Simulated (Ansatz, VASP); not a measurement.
## One calculation of HgTe, two programs

The input INCAR:

```
PREC = Accurate
ENCUT = 500
EDIFF = 1E-6
ISMEAR = -1
SIGMA = 0.02
LREAL = F
LASPH = T
NELM = 120
ALGO = Normal
ISIF = 2
LWAVE = F
LCHARG = F
GGA = PS
NBANDS = 16
GGA_COMPAT = F
```

The input KPOINTS:

```
Automatic mesh
0
Gamma
  4 4 4
```

The input POSCAR:

```
HgTe
1.0
    0.0000000000      3.2891578872      3.2891578872
    3.2891578872      0.0000000000      3.2891578872
    3.2891578872      3.2891578872      0.0000000000
Hg Te
1 1
Direct
    0.0000000000      0.0000000000      0.0000000000
    0.2500000000      0.2500000000      0.2500000000
```

Input for Ansatz:

```yaml
crystal:
  lattice:
    - [0.0, 3.2891578872, 3.2891578872]
    - [3.2891578872, 0.0, 3.2891578872]
    - [3.2891578872, 3.2891578872, 0.0]
  atoms:
    - { symbol: Hg, position: [0.0, 0.0, 0.0] }
    - { symbol: Te, position: [0.25, 0.25, 0.25] }
kpoints:
  mp_grid: { grid: [4, 4, 4] }
hamiltonian:
  xc: pbesol
scf:
  occupations: { method: fermi_dirac, width: 0.02 }
  n_extra_bands: 4
  mixing: { preconditioner: none }
output:
  forces: true
  stress: true
  eigenvalues: true
```

Alike in both runs: task single point; functional PBEsol; k mesh 4 × 4 × 4; occupations fermi-dirac, width 0.02 eV; no spin polarisation.

|  | VASP | Ansatz |
| --- | --- | --- |
| version | VASP 6.6.1 | Ansatz 0.2.0 |
| potentials or method | VASP PAW PBE potentials, release 64 (Hg, Te) | plane waves |
| plane-wave cutoff (eV) | 500 | 420 |
| valence electrons in the cell | 18 | 36 |

VASP gave:

```
pressure (GPa) : -0.7
```

**Question.** Which values does Ansatz return?

**Answer.** Pressure (GPa): -0.8.

VASP's potentials were made for PBE, not for PBEsol. The functional is the same, so the differences come from potentials, cutoffs and numerics. VASP's potentials hold 18 valence electrons a cell and Ansatz's 36, so a difference there can come from the potentials and not from the codes.

The k mesh is coarse, so the values compare programs but aren't converged. Spin-orbit coupling is off throughout.
